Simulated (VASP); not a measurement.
# Ba (Cmce) in VASP: single point with r2SCAN

Aim: the single point of Ba with r2SCAN.

Everything below comes from runs of VASP 6.6.1. Logs are shortened: lines on timing, memory, paths and dates and some standing lists are left out, and cuts for length are marked.

## Step 1: The cell of the first run

It takes space group Cmce (No. 64, orthorhombic). Conventional cell: a = 6.860 Å, b = 11.626 Å, c = 6.869 Å, α = 90.00°, β = 90.00°, γ = 90.00°. Within 4.9 Å of Ba (site symmetry m) lie 7 Ba at 3.71 to 4.25 Å.

## Step 2: Single point, r2SCAN

POSCAR reads:

```
Ba
1.0
    3.4299790401     -5.8131783904      0.0000000000
    3.4299790401      5.8131783904      0.0000000000
    0.0000000000      0.0000000000      6.8690829939
Ba
4
Direct
    0.1525000000      0.8475000000      0.0785000000
    0.6525000000      0.3475000000      0.4215000000
    0.8475000000      0.1525000000      0.9215000000
    0.3475000000      0.6525000000      0.5785000000
```

INCAR.step1 reads:

```
SYSTEM = Ba
PREC = Accurate
ENCUT = 520
ISMEAR = 0
SIGMA = 0.1
LREAL = .FALSE.
LASPH = .TRUE.
NELM = 100
NBANDS = 28
GGA = PE
ALGO = Normal
EDIFF = 1E-4
LWAVE = .TRUE.
LCHARG = .FALSE.
```

INCAR.step2 reads:

```
SYSTEM = Ba
PREC = Accurate
ENCUT = 520
EDIFF = 1E-6
ISMEAR = 0
SIGMA = 0.1
LREAL = .FALSE.
LASPH = .TRUE.
NELM = 100
ALGO = Normal
ISIF = 2
LWAVE = .FALSE.
LCHARG = .TRUE.
METAGGA = R2SCAN
LMIXTAU = .TRUE.
LELF = .TRUE.
LVHAR = .TRUE.
NBANDS = 28
ISTART = 1
```

KPOINTS reads:

```
regular mesh
0
G
  4 4 4
  0 0 0
```

Potentials or basis: VASP PAW PBE potentials, release 64 (Ba_sv).

Launch:

```console
cat potpaw_PBE.64/Ba_sv/POTCAR > POTCAR
cp INCAR.step1 INCAR
mpirun -np 1 vasp_std > vasp.out
cp INCAR.step2 INCAR
mpirun -np 1 vasp_std > vasp.out
```

OUTCAR:

```text
SYSTEM = Ba
   PREC = Accurate
   ENCUT = 520
   EDIFF = 1E-6
   ISMEAR = 0
   LREAL = .FALSE.
   LASPH = .TRUE.
   NELM = 100
   ISIF = 2
   METAGGA = R2SCAN
   ISTART = 1

 ion  position               nearest neighbor table
   1  0.153  0.847  0.078-   3 3.71   4 4.12   4 4.12   2 4.16   2 4.16   3 4.25   3 4.25
   2  0.653  0.347  0.422-   4 3.71   3 4.12   3 4.12   1 4.16   1 4.16   4 4.25   4 4.25
   3  0.847  0.153  0.922-   1 3.71   2 4.12   2 4.12   4 4.16   4 4.16   1 4.25   1 4.25
   4  0.347  0.653  0.578-   2 3.71   1 4.12   1 4.12   3 4.16   3 4.16   2 4.25   2 4.25

  LATTYP: Found a base centered orthorhombic cell.
 ALAT       =     6.8599580802
 B/A-ratio  =     1.6948145521
 C/A-ratio  =     1.0013301705

  Lattice vectors:

 A1 = (   3.4299790401,  -5.8131783904,   0.0000000000)
 A2 = (   3.4299790401,   5.8131783904,   0.0000000000)
 A3 = (   0.0000000000,   0.0000000000,   6.8690829939)

Analysis of symmetry for initial positions (statically):
=====================================================================
 Subroutine PRICEL returns:
 Original cell was already a primitive cell.

 Routine SETGRP: Setting up the symmetry group for a
 base centered orthorhombic supercell.

 Subroutine GETGRP returns: Found  8 space group operations
 (whereof  4 operations were pure point group operations)
 out of a pool of  8 trial point group operations.

The static configuration has the point symmetry C_2h.
 The point group associated with its full space group is D_2h.

Analysis of symmetry for dynamics (positions and initial velocities):
=====================================================================
 Subroutine PRICEL returns:
 Original cell was already a primitive cell.

 Routine SETGRP: Setting up the symmetry group for a
 base centered orthorhombic supercell.

 Subroutine GETGRP returns: Found  8 space group operations
 (whereof  4 operations were pure point group operations)
 out of a pool of  8 trial point group operations.

The dynamic configuration has the point symmetry C_2h.
 The point group associated with its full space group is D_2h.

 Subroutine INISYM returns: Found  8 space group operations
 (whereof  4 operations are pure point group operations),
 and found     1 'primitive' translations

----------------------------------------------------------------------------------------

                                     Primitive cell

  volume of cell :     273.9264

[... 87 lines left out ...]
   NELM   =    100;   NELMIN=  2; NELMDL=  0     # of ELM steps
   EDIFF  = 0.1E-05   stopping-criterion for ELM
   LREAL  =      F    real-space projection
   EDIFFG = 0.1E-04   stopping-criterion for IOM
   NSW    =      0    number of steps for IOM
   IBRION =     -1    ionic relax: 0-MD 1-quasi-New 2-CG
   NFREE  =      0    steps in history (QN), initial steepest desc. (CG)
   ISIF   =      2    stress and relaxation
   ISYM   =      2    0-nonsym 1-usesym 2-fastsym
   POTIM  = 0.5000    time-step for ionic-motion
   TEBEG  =    0.0;   TEEND  =   0.0 temperature during run
   PSTRESS=    0.0 pullay stress
   NELECT =      40.0000    total number of electrons
   NUPDOWN=      -1.0000    fix difference up-down
   EMIN   =  10.00;   EMAX   =-10.00  energy-range for DOS
   EFERMI =   0.00;   METHOD = LEGACY
   ISMEAR =     0;   SIGMA  =   0.10  broadening in eV -4-tet -1-fermi 0-gaus
   EFERMI_NEDOS =   21; number of points for ismear=-14 and -15
   IALGO  =     38    algorithm
   IMIX   =      4    mixing-type and parameters
     AMIX     =   0.40;   BMIX     =  1.00
     AMIX_MAG =   1.60;   BMIX_MAG =  1.00
  volume/ion in A,a.u.               =      68.48       462.14
  Fermi-wavevector in a.u.,A,eV,Ry     =   0.862085  1.629105 10.111727  0.743191
  Thomas-Fermi vector in A             =   1.979835
   LORBIT       =      0    0 simple, 1 ext, 2 COOP (PROOUT), +10 PAW based schemes
   METAGGA = R2SCAN    functional components
   LHFCALC =     F    Hartree Fock is set to
   AEXX    =    0.0000 exact exchange contribution
   IVDW    =     0    specifies the selected vdW correction
   LEPSILON=     F    determine dielectric tensor
   LRPA    =     F    only Hartree local field effects (RPA)
 non-spin polarized calculation
 Gauss-broadening in eV      SIGMA  =   0.10
  energy-cutoff  :      520.00
  volume of cell :      273.93
 maximum number of plane-waves:      7414
   NGX = 25   NGY = 25   NGZ = 25

 number of electron      40.0000001 magnetization

 Free energy of the ion-electron system (eV)
  ---------------------------------------------------
  ext. energy  EPLUGINS =         0.00000000
  ---------------------------------------------------
  free energy    TOTEN  =      -103.59381996 eV

  energy without entropy =     -103.54262882  energy(sigma->0) =     -103.56822439

 E-fermi :   1.3684     XC(G=0):  -7.4871

 val. band max:        1.3681968093   @ k =   0.0000   0.0000   0.2500
 cond. band min:       1.3772679463   @ k =   0.2500   0.2500   0.5000
 fundamental gap:      0.0090711370
 Fermi energy:         1.3683536204

 k-point     1 :       0.0000    0.0000    0.0000
  band No.  band energies     occupation
      1     -28.9283      2.00000
      2     -28.8560      2.00000
      3     -28.8048      2.00000
      4     -28.8014      2.00000
      5     -14.0880      2.00000
      6     -13.9356      2.00000
[... 640 lines left out ...]
     27       2.4256      0.00000
     28       2.4256      0.00000

------------------------ aborting loop because EDIFF is reached ----------------------------------------

  FORCE on cell =-STRESS in cart. coord.  units (eV):
  Direction    XX          YY          ZZ          XY          YZ          ZX
  --------------------------------------------------------------------------------------
  -------------------------------------------------------------------------------------
  Total        0.2903892      0.8474842     -0.6760222      0.0000000      0.0000000      0.0000000
  in kB        1.6984669      4.9568787     -3.9540094      0.0000000      0.0000000      0.0000000
  external PRESSURE =       0.9004454 kB  Pullay stress =       0.0000000 kB

 VOLUME and BASIS-vectors are now :
 -----------------------------------------------------------------------------
  energy-cutoff  :      520.00
  volume of cell :      273.93
      direct lattice vectors                 reciprocal lattice vectors
     3.429979040 -5.813178390  0.000000000     0.145773486 -0.086011467  0.000000000
     3.429979040  5.813178390  0.000000000     0.145773486  0.086011467  0.000000000
     0.000000000  0.000000000  6.869082994     0.000000000  0.000000000  0.145579840

 POSITION                                       TOTAL-FORCE (eV/Angst)
 -----------------------------------------------------------------------------------
      3.42998      4.04016      0.53922         0.000000      0.057303      0.022089
      3.42998     -1.77302      2.89532         0.000000      0.057303     -0.022089
      3.42998     -4.04016      6.32986         0.000000     -0.057303     -0.022089
      3.42998      1.77302      3.97376         0.000000     -0.057303      0.022089
 -----------------------------------------------------------------------------------
    total drift:                               -0.000000     -0.000000      0.000000

  FREE ENERGIE OF THE ION-ELECTRON SYSTEM (eV)
  ---------------------------------------------------
  free  energy   TOTEN  =      -103.5938199642 eV

  energy  without entropy=     -103.5426288194  energy(sigma->0) =     -103.56822439
```

OUTCAR.step1:

```text
SYSTEM = Ba
   PREC = Accurate
   ENCUT = 520
   ISMEAR = 0
   LREAL = .FALSE.
   LASPH = .TRUE.
   NELM = 100
[... 876 lines left out ...]
      3.42998     -1.77302      2.89532         0.000000     -0.055132      0.003096
      3.42998     -4.04016      6.32986         0.000000      0.055132      0.003096
      3.42998      1.77302      3.97376         0.000000      0.055132     -0.003096
 -----------------------------------------------------------------------------------
    total drift:                               -0.000000     -0.000000      0.000000

  FREE ENERGIE OF THE ION-ELECTRON SYSTEM (eV)
  ---------------------------------------------------
  free  energy   TOTEN  =        -5.5792716356 eV

  energy  without entropy=       -5.5211183789  energy(sigma->0) =       -5.55019501
```

OSZICAR.step1:

```text
N       E                     dE             d eps       ncg     rms          rms(c)
DAV:   1     0.328490777805E+03    0.32849E+03   -0.16093E+04  1176   0.115E+03
DAV:   2     0.204406974959E+02   -0.30805E+03   -0.30345E+03  1768   0.234E+02
DAV:   3    -0.468367569314E+01   -0.25124E+02   -0.24740E+02  1652   0.698E+01
DAV:   4    -0.561984448690E+01   -0.93617E+00   -0.92591E+00  1816   0.105E+01
DAV:   5    -0.563860915358E+01   -0.18765E-01   -0.18453E-01  1564   0.150E+00    0.360E+00
DAV:   6    -0.558426131706E+01    0.54348E-01   -0.13604E-01  1516   0.133E+00    0.210E+00
DAV:   7    -0.557828360683E+01    0.59777E-02   -0.96106E-02  1492   0.140E+00    0.323E-01
DAV:   8    -0.557905032635E+01   -0.76672E-03   -0.70089E-03  1572   0.394E-01    0.538E-02
DAV:   9    -0.557922950701E+01   -0.17918E-03   -0.54690E-04  1404   0.894E-02    0.228E-02
DAV:  10    -0.557927163555E+01   -0.42129E-04   -0.61634E-05   868   0.458E-02
   1 F= -.55792716E+01 E0= -.55501950E+01  d E =-.581533E-01
```

Run time: 8.1 min. Hardware: 1 thread of Intel Xeon Platinum 8375C at 2.90GHz (Ice Lake), shared host; peak memory 0.44 GiB.

What came out:

| Quantity | Value |
| --- | --- |
| Free energy | -103.5938 eV |
| Pressure | 0.1 GPa |
| Largest force | 0.061 eV/Å |
| Band gap on the k mesh | zero (band 20 reaches 1.42 eV, above the bottom of band 21 at 1.36 eV) |

Forces on the atoms (eV/Å):
```
Ba   0.000  0.057  0.022
Ba   0.000  0.057 -0.022
Ba   0.000 -0.057 -0.022
Ba   0.000 -0.057  0.022
```

Caveat: the PAW data sets were made with another functional, which shifts forces and pressure a little; spin-orbit coupling is left out, which moves the levels of the heavy elements.
